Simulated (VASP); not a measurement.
Set up this calculation in VASP 6.6.1, as the native input.

```yaml
Task: single point
Functional: PBEsol
Potentials_or_basis: VASP PAW PBE potentials, release 64 (Ti_sv, Al)
Cutoff: 520 eV
k_mesh: 16 × 16 × 16
Occupations: gaussian, width 0.15 eV
Spin: no spin polarisation
Dipole_correction: no
Further_INCAR_settings: ALGO = Fast; EDIFF = 1e-06; NBANDS = 14
```

The structure of TiAl lies in POSCAR:

```
TiAl
1.0
    3.1560751060      0.0000000000      0.0000000000
    0.0000000000      3.1560751060      0.0000000000
    0.0000000000      0.0000000000      3.1560751060
Ti Al
1 1
Direct
    0.0000000000      0.0000000000      0.0000000000
    0.5000000000      0.5000000000      0.5000000000
```

One way to write it, as run:

INCAR

```
PREC = Accurate ; ENCUT = 520
EDIFF = 1E-6 ; ISMEAR = 0
SIGMA = 0.15 ; LREAL = F
LASPH = T ; NELM = 100
ALGO = Fast ; ISIF = 2
LWAVE = F ; LCHARG = F
GGA = PS ; NBANDS = 14
```

KPOINTS

```
regular mesh
0
Gamma
  16 16 16
```

Potentials or basis: VASP PAW PBE potentials, release 64 (Ti_sv, Al).

Run with:

```sh
$ cat potpaw_PBE.64/Ti_sv/POTCAR potpaw_PBE.64/Al/POTCAR > POTCAR
$ mpirun -np 1 vasp_std > vasp.out
```

Results of the run:

* Pressure: 0.1 GPa

Caveat: the PAW data sets were made with another functional, which shifts forces and pressure a little.

It took 3.9 min on 1 thread of AMD EPYC 7R13, with other jobs on the host, peak memory 0.17 GiB.
